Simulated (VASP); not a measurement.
# Au (P-1) in VASP: a series of runs

Runs on Au. Level: LDA. Tasks: single point.

Program: VASP 6.6.1. These are calculated values, not measurements. Logs are shortened: lines on timing, memory, paths and dates and some standing lists are left out, and cuts for length are marked.

## 1. The cell of the first run

The typed cell holds 2 atoms: a = 2.797 Å, b = 2.801 Å, c = 5.156 Å, α = 103.14°, β = 102.66°, γ = 90.26°.

## 2. Single point, LDA (volume scaled by 0.98)

Input file INCAR:

```
  PREC = Accurate
  ENCUT = 520
  EDIFF = 1E-6
  ISMEAR = -1
  SIGMA = 0.05
  LREAL = F
  LASPH = T
  NELM = 100
  ALGO = Fast
  ISIF = 2
  LWAVE = F
  LCHARG = T
  GGA = CA
  LELF = T
  LVHAR = T
  NBANDS = 18
```

Input file KPOINTS:

```
regular mesh
0
Gamma
  10 10 6
```

Input file POSCAR:

```
Au
1.0
    2.7965925888      0.0000000000      0.0000000000
   -0.0128683956      2.8012516386      0.0000000000
   -1.1302545584     -1.1774549423      4.8909659635
Au
2
Direct
    0.6728620000      0.6659620000      0.2740550000
    0.3271380000      0.3340380000      0.7259450000
```

Potentials or basis: VASP PAW LDA potentials, release 64 (Au).

Launch:

```console
> cat potpaw_LDA.64/Au/POTCAR > POTCAR
> mpirun -np 1 vasp_std > vasp.out
```

OUTCAR:

```text
PREC = Accurate
   ENCUT = 520
   EDIFF = 1E-6
   ISMEAR = -1
   LREAL = F
   LASPH = T
   NELM = 100
   ISIF = 2
   GGA = CA

 ion  position               nearest neighbor table
   1  0.673  0.666  0.274-   2 2.72   2 2.90   2 2.96   2 2.98   2 3.03
   2  0.327  0.334  0.726-   1 2.72   1 2.90   1 2.96   1 2.98   1 3.03

  LATTYP: Found a triclinic cell.
 ALAT       =     2.7965925888
 B/A-ratio  =     1.4186468224
 C/A-ratio  =     2.8424930260
 COS(alpha) =     0.0022337933
 COS(beta)  =     0.5581870929
 COS(gamma) =     0.7081406305

  Lattice vectors:

 A1 = (  -2.7965925888,   0.0000000000,   0.0000000000)
 A2 = (  -2.8094609844,   2.8012516386,   0.0000000000)
 A3 = (  -4.4371938280,  -4.4250483349,  -4.8909659635)

Analysis of symmetry for initial positions (statically):
=====================================================================
 Subroutine PRICEL returns:
 Original cell was already a primitive cell.

 Routine SETGRP: Setting up the symmetry group for a
 triclinic supercell.

 Subroutine GETGRP returns: Found  2 space group operations
 (whereof  2 operations were pure point group operations)
 out of a pool of  2 trial point group operations.

The static configuration has the point symmetry S_2 .

Analysis of symmetry for dynamics (positions and initial velocities):
=====================================================================
 Subroutine PRICEL returns:
 Original cell was already a primitive cell.

 Routine SETGRP: Setting up the symmetry group for a
 triclinic supercell.

 Subroutine GETGRP returns: Found  2 space group operations
 (whereof  2 operations were pure point group operations)
 out of a pool of  2 trial point group operations.

The dynamic configuration has the point symmetry S_2 .

 Subroutine INISYM returns: Found  2 space group operations
 (whereof  2 operations are pure point group operations),
 and found     1 'primitive' translations

----------------------------------------------------------------------------------------

                                     Primitive cell

  volume of cell :      38.3156

  direct lattice vectors                    reciprocal lattice vectors
     2.796592589  0.000000000  0.000000000     0.357578005  0.001642643  0.083028243
    -0.012868396  2.801251639  0.000000000     0.000000000  0.356983281  0.085940432
    -1.130254558 -1.177454942  4.890965964     0.000000000  0.000000000  0.204458589

  length of vectors
     2.796592589  2.801281196  5.156105465     0.367094562  0.367182272  0.204458589

  position of ions in fractional coordinates (direct lattice)
     0.672862000  0.665962000  0.274055000
     0.327138000  0.334038000  0.725945000

  ion indices of the primitive-cell ions
   primitive index   ion index
                 1           1
                 2           2

----------------------------------------------------------------------------------------

 KPOINTS: regular mesh

Automatic generation of k-mesh.
 Grid dimensions read from file:
 generate k-points for:   10   10    6

 Generating k-lattice:

  Cartesian coordinates                     Fractional coordinates (reciprocal lattice)
     0.035757801  0.000164264  0.008302824     0.100000000  0.000000000  0.000000000
     0.000000000  0.035698328  0.008594043     0.000000000  0.100000000  0.000000000
     0.000000000  0.000000000  0.034076432     0.000000000  0.000000000  0.166666667

  Length of vectors
     0.036709456  0.036718227  0.034076432

  Shift w.r.t. Gamma in fractional coordinates (k-lattice)
     0.000000000  0.000000000  0.000000000

 Subroutine IBZKPT returns following result:
 ===========================================

 Found    304 irreducible k-points:

 Following reciprocal coordinates:
            Coordinates               Weight
  0.000000  0.000000  0.000000      1.000000
  0.100000 -0.000000  0.000000      2.000000
  0.200000 -0.000000  0.000000      2.000000
  0.300000 -0.000000  0.000000      2.000000
  0.400000  0.000000  0.000000      2.000000
  0.500000 -0.000000 -0.000000      1.000000
[... 16 lines left out ...]
 -0.400000  0.200000 -0.000000      2.000000
 -0.300000  0.200000 -0.000000      2.000000
 [... further k-points ...]
   k-points           NKPTS =    304   k-points in BZ     NKDIM =    304   number of bands    NBANDS=     18
   number of dos      NEDOS =    301   number of ions     NIONS =      2
   total plane-waves  NPLWV =  23040
   dimension x,y,z NGX =    24 NGY =   24 NGZ =   40
   dimension x,y,z NGXF=    48 NGYF=   48 NGZF=   80
   ions per type =               2
   NGX,Y,Z   is equivalent  to a cutoff of  14.27, 14.24, 12.90 a.u.
   NGXF,Y,Z  is equivalent  to a cutoff of  28.53, 28.49, 25.79 a.u.
 SYSTEM =  unknown system
   PREC   = accura    normal or accurate (medium, high low for compatibility)
   ISTART =      0    job   : 0-new  1-cont  2-samecut
   ICHARG =      2    charge: 1-file 2-atom 10-const
   ISPIN  =      1    spin polarized calculation?
   LNONCOLLINEAR =      F non collinear calculations
   LSORBIT =      F    spin-orbit coupling
   LASPH  =      T    aspherical Exc in radial PAW
   ENCUT  =  520.0 eV  38.22 Ry    6.18 a.u.   5.20  5.21  9.59*2*pi/ulx,y,z
   NELM   =    100;   NELMIN=  2; NELMDL= -5     # of ELM steps
   EDIFF  = 0.1E-05   stopping-criterion for ELM
   LREAL  =      F    real-space projection
   EDIFFG = 0.1E-04   stopping-criterion for IOM
   NSW    =      0    number of steps for IOM
   IBRION =     -1    ionic relax: 0-MD 1-quasi-New 2-CG
   NFREE  =      0    steps in history (QN), initial steepest desc. (CG)
   ISIF   =      2    stress and relaxation
   ISYM   =      2    0-nonsym 1-usesym 2-fastsym
   POTIM  = 0.5000    time-step for ionic-motion
   TEBEG  =    0.0;   TEEND  =   0.0 temperature during run
   PSTRESS=    0.0 pullay stress
   NELECT =      22.0000    total number of electrons
   NUPDOWN=      -1.0000    fix difference up-down
   EMIN   =  10.00;   EMAX   =-10.00  energy-range for DOS
   EFERMI =   0.00;   METHOD = LEGACY
   ISMEAR =    -1;   SIGMA  =   0.05  broadening in eV -4-tet -1-fermi 0-gaus
   EFERMI_NEDOS =   21; number of points for ismear=-14 and -15
   IALGO  =     68    algorithm
   IMIX   =      4    mixing-type and parameters
     AMIX     =   0.40;   BMIX     =  1.00
     AMIX_MAG =   1.60;   BMIX_MAG =  1.00
  volume/ion in A,a.u.               =      19.16       129.28
  Fermi-wavevector in a.u.,A,eV,Ry     =   1.360683  2.571319 25.190631  1.851459
  Thomas-Fermi vector in A             =   2.487324
   LORBIT       =      0    0 simple, 1 ext, 2 COOP (PROOUT), +10 PAW based schemes
   GGA     = CA    functional components
   LHFCALC =     F    Hartree Fock is set to
   AEXX    =    0.0000 exact exchange contribution
   IVDW    =     0    specifies the selected vdW correction
   LEPSILON=     F    determine dielectric tensor
   LRPA    =     F    only Hartree local field effects (RPA)
 non-spin polarized calculation
 RMM-DIIS sequential band-by-band and
  energy-cutoff  :      520.00
  volume of cell :       38.32
 maximum number of plane-waves:      1048
 NGX is ok and might be reduce to    24
   NGX = 11   NGY = 11   NGZ = 19

 number of electron      22.0000000 magnetization

 Free energy of the ion-electron system (eV)
  ---------------------------------------------------
  ext. energy  EPLUGINS =         0.00000000
  ---------------------------------------------------
  free energy    TOTEN  =        -8.52209635 eV

  energy without entropy =       -8.51852558  energy(sigma->0) =       -8.52031096

 E-fermi :   7.2371     XC(G=0): -12.2326

 val. band max:        7.2036540196   @ k =   0.4000  -0.1000   0.3333
 cond. band min:       7.2547597983   @ k =   0.4000   0.3000   0.0000
 fundamental gap:      0.0511057787
 Fermi energy:         7.2371300765

 k-point     1 :       0.0000    0.0000    0.0000
  band No.  band energies     occupation
      1      -1.4264      2.00000
      2       1.0901      2.00000
      3       1.4100      2.00000
      4       1.9478      2.00000
      5       2.5305      2.00000
      6       4.3533      2.00000
[... 10 lines left out ...]
     17      23.1247      0.00000
     18      24.9900      0.00000

 k-point     2 :       0.1000   -0.0000    0.0000
  band No.  band energies     occupation
      1      -1.1782      2.00000
      2       1.2468      2.00000
      3       1.5611      2.00000
      4       2.0740      2.00000
      5       2.6241      2.00000
      6       4.1425      2.00000
[... 10 lines left out ...]
     17      23.3982      0.00000
     18      24.9824      0.00000

 k-point     3 :       0.2000   -0.0000    0.0000
  band No.  band energies     occupation
      1      -0.5052      2.00000
      2       1.4302      2.00000
      3       2.1748      2.00000
      4       2.3052      2.00000
      5       2.9972      2.00000
      6       3.4758      2.00000
[... 10 lines left out ...]
     17      24.1875      0.00000
     18      24.5243      0.00000

 k-point     4 :       0.3000   -0.0000    0.0000
  band No.  band energies     occupation
      1       0.3518      2.00000
      2       1.5558      2.00000
      3       2.3679      2.00000
      4       2.7143      2.00000
      5       2.9980      2.00000
      6       3.6785      2.00000
[... 375 lines left out ...]
      4       2.6583      2.00000
      5       3.0855      2.00000
      6       3.5115      2.00000
[... 10 lines left out ...]
     17      21.2125      0.00000
     18      22.2388      0.00000

 k-point    23 :      -0.4000    0.2000   -0.0000
  band No.  band energies     occupation
      1       1.3706      2.00000
      2       2.2069      2.00000
      3       2.3241      2.00000
      4       2.7005      2.00000
      5       3.1025      2.00000
      6       3.4959      2.00000
[... 10 lines left out ...]
     17      20.9710      0.00000
     18      22.6461      0.00000

 k-point    24 :      -0.3000    0.2000   -0.0000
  band No.  band energies     occupation
      1       0.9340      2.00000
      2       2.3783      2.00000
      3       2.4257      2.00000
      4       2.7680      2.00000
      5       3.0427      2.00000
      6       3.5021      2.00000
[... 10 lines left out ...]
     17      19.9536      0.00000
     18      24.3704      0.00000

 [... further k-points ...]

------------------------ aborting loop because EDIFF is reached ----------------------------------------

  FORCE on cell =-STRESS in cart. coord.  units (eV):
  Direction    XX          YY          ZZ          XY          YZ          ZX
  --------------------------------------------------------------------------------------
  -------------------------------------------------------------------------------------
  Total       -2.3993647     -2.4618712     -1.8897331      0.0584309      0.1028154      0.1380130
  in kB     -100.3300160   -102.9437413    -79.0196477      2.4433024      4.2992524      5.7710481
  external PRESSURE =     -94.0978017 kB  Pullay stress =       0.0000000 kB

 VOLUME and BASIS-vectors are now :
 -----------------------------------------------------------------------------
  energy-cutoff  :      520.00
  volume of cell :       38.32
      direct lattice vectors                 reciprocal lattice vectors
     2.796592589  0.000000000  0.000000000     0.357578005  0.001642643  0.083028243
    -0.012868396  2.801251639  0.000000000     0.000000000  0.356983281  0.085940432
    -1.130254558 -1.177454942  4.890965964     0.000000000  0.000000000  0.204458589

 POSITION                                       TOTAL-FORCE (eV/Angst)
 -----------------------------------------------------------------------------------
      1.56340      1.54284      1.34039         0.020131      0.018032      0.132606
      0.09007      0.08096      3.55057        -0.020131     -0.018032     -0.132606
 -----------------------------------------------------------------------------------
    total drift:                                0.000000     -0.000000      0.000000

  FREE ENERGIE OF THE ION-ELECTRON SYSTEM (eV)
  ---------------------------------------------------
  free  energy   TOTEN  =        -8.5220963495 eV

  energy  without entropy=       -8.5185255765  energy(sigma->0) =       -8.52031096
```

Run time: 2.2 min. Hardware: 1 thread of Intel Xeon Platinum 8375C at 2.90GHz (Ice Lake), shared host; peak memory 0.28 GiB.

What came out:

```yaml
Free_energy: -8.5221 eV
Pressure: -9.4 GPa
Largest_force: 0.135 eV/Å
Band_gap_on_the_k_mesh: zero (band 11 reaches 10.60 eV, above the bottom of band 12 at 5.64 eV)
```

Forces in eV/Å, atoms in the order of the input:
```
Au   0.020  0.018  0.133
Au  -0.020 -0.018 -0.133
```

Stress tensor (GPa, compression positive):
```
-10.03   0.24   0.58
  0.24 -10.29   0.43
  0.58   0.43  -7.90
```

Caveat: the cell differs from its parent crystal (volume scaled by 0.98); spin-orbit coupling is left out, which moves the levels of the heavy elements.

## 3. Single point, LDA

This run uses another cell than the first one, of 19.55 Å³/atom, 1.020 times its volume.

Input file INCAR:

```
SYSTEM = Au
ALGO = Fast ; EDIFF = 1E-6
ENCUT = 520 ; GGA = CA
ISIF = 2 ; ISMEAR = -1
LASPH = .TRUE. ; LCHARG = .TRUE.
LELF = .TRUE. ; LREAL = .FALSE.
LVHAR = .TRUE. ; LWAVE = .FALSE.
NBANDS = 18 ; NELM = 100
PREC = Accurate ; SIGMA = 0.05
```

Input file KPOINTS:

```
k-points
0
G
  10 10 6
  0 0 0
```

Input file POSCAR:

```
Au
1.0
    2.8154890579      0.0000000000      0.0000000000
   -0.0129553469      2.8201795887      0.0000000000
   -1.1378916452     -1.1854109603      4.9240140333
Au
2
Direct
    0.6728620000      0.6659620000      0.2740550000
    0.3271380000      0.3340380000      0.7259450000
```

Potentials or basis: VASP PAW LDA potentials, release 64 (Au).

Launch:

```console
> cat potpaw_LDA.64/Au/POTCAR > POTCAR
> mpirun -np 1 vasp_std > vasp.out
```

It took 2 min on 1 thread of Intel Xeon Platinum 8375C at 2.90GHz (Ice Lake), shared host; peak memory 0.28 GiB.

Results (log left out):

| Item | Value |
| --- | --- |
| Free energy | -8.4716 eV |
| Pressure | -11.5 GPa |
| Largest force | 0.156 eV/Å |
| Band gap on the k mesh | zero (band 11 reaches 10.31 eV, above the bottom of band 12 at 5.35 eV) |

Forces on the atoms (eV/Å):
```
Au   0.016  0.014  0.155
Au  -0.016 -0.014 -0.155
```

Stress tensor (GPa, compression positive):
```
-12.04   0.22   0.37
  0.22 -12.25   0.27
  0.37   0.27 -10.07
```

Levels at points of the mesh, in eV from the Fermi level:
```
           k point  band 8  band 9  band 10  band 11  band 12  band 13  band 14  band 15
(0.00, 0.00, 0.00)   -2.28   -2.21    -1.97    -1.59     0.01     2.71    13.94    14.07
(0.50, 0.00, 0.00)   -2.89   -2.26    -1.77     0.48     1.15     2.81     5.52     9.68
(0.00, 0.50, 0.00)   -2.83   -2.24    -1.81     0.43     1.15     2.66     5.48     9.64
(0.50, 0.50, 0.00)   -1.34   -0.80    -0.78     2.70     4.63     5.97     6.61     7.26
(0.00, 0.00, 0.50)   -2.99   -1.91    -1.68    -1.58    -1.53     9.32    11.52    12.34
(0.50, 0.00, 0.50)   -2.36   -1.97    -1.97     0.05     1.32     1.71     4.92     9.85
(0.00, 0.50, 0.50)   -2.38   -2.02    -1.96     0.09     1.36     1.67     4.95     9.83
(0.50, 0.50, 0.50)   -1.61   -0.81    -0.77     3.03     5.24     5.54     6.59     7.13
```

Caveat: spin-orbit coupling is left out, which moves the levels of the heavy elements.

## 4. Single point, LDA (volume scaled by 1.02)

Input file INCAR:

```
SYSTEM = Au
PREC = Accurate ; ENCUT = 520
EDIFF = 1E-6 ; ISMEAR = -1
SIGMA = 0.05 ; LREAL = .FALSE.
LASPH = .TRUE. ; NELM = 80
ALGO = Fast ; ISIF = 2
LWAVE = .FALSE. ; LCHARG = .FALSE.
GGA = CA ; NBANDS = 18
```

Input file KPOINTS:

```
regular mesh
0
G
  10 10 6
  0 0 0
```

Input file POSCAR:

```
Au
1.0
    2.8341352242      0.0000000000      0.0000000000
   -0.0130411464      2.8388568190      0.0000000000
   -1.1454275711     -1.1932615928      4.9566243481
Au
2
Direct
    0.6728620000      0.6659620000      0.2740550000
    0.3271380000      0.3340380000      0.7259450000
```

Launch:

```console
> cat potpaw_LDA.64/Au/POTCAR > POTCAR
> mpirun -np 1 vasp_std > vasp.out
```

Run time: 1.7 min. Hardware: 1 thread of Intel Xeon Platinum 8375C at 2.90GHz (Ice Lake), shared host; peak memory 0.28 GiB.

The run converged. Its results:

```
Free energy            : -8.4116 eV
Pressure               : -13.2 GPa
Largest force          : 0.175 eV/Å
Band gap on the k mesh : zero (band 11 reaches 10.03 eV, above the bottom of band 12 at 5.07 eV)
```

Forces in eV/Å, atoms in the order of the input:
```
Au   0.011  0.009  0.175
Au  -0.011 -0.009 -0.175
```

Stress tensor (GPa, compression positive):
```
-13.77   0.20   0.19
  0.20 -13.95   0.12
  0.19   0.12 -11.96
```

Levels at points of the mesh, in eV from the Fermi level:
```csv
k point,band 7,band 8,band 9,band 10,band 11,band 12,band 13,band 14,band 15,band 16
"(0.00, 0.00, 0.00)",-2.77,-2.25,-2.19,-1.96,-1.59,0.07,2.61,13.81,13.93,15.36
"(0.50, 0.00, 0.00)",-3.20,-2.82,-2.24,-1.76,0.46,1.10,2.80,5.41,9.56,11.45
"(0.00, 0.50, 0.00)",-3.17,-2.76,-2.22,-1.80,0.41,1.10,2.66,5.36,9.53,11.67
"(0.50, 0.50, 0.00)",-2.15,-1.35,-0.83,-0.81,2.71,4.58,5.82,6.54,7.09,8.80
"(0.00, 0.00, 0.50)",-3.34,-2.93,-1.91,-1.68,-1.58,-1.54,9.21,11.37,12.24,12.39
"(0.50, 0.00, 0.50)",-2.53,-2.34,-1.96,-1.93,0.05,1.33,1.65,4.79,9.75,14.28
"(0.00, 0.50, 0.50)",-2.62,-2.34,-1.98,-1.94,0.09,1.36,1.64,4.82,9.73,14.03
"(0.50, 0.50, 0.50)",-2.27,-1.61,-0.84,-0.80,3.03,5.18,5.39,6.52,6.96,8.48
```

Caveat: the cell differs from its parent crystal (volume scaled by 1.02); spin-orbit coupling is left out, which moves the levels of the heavy elements.

(Part 1 of 2 ends here.)
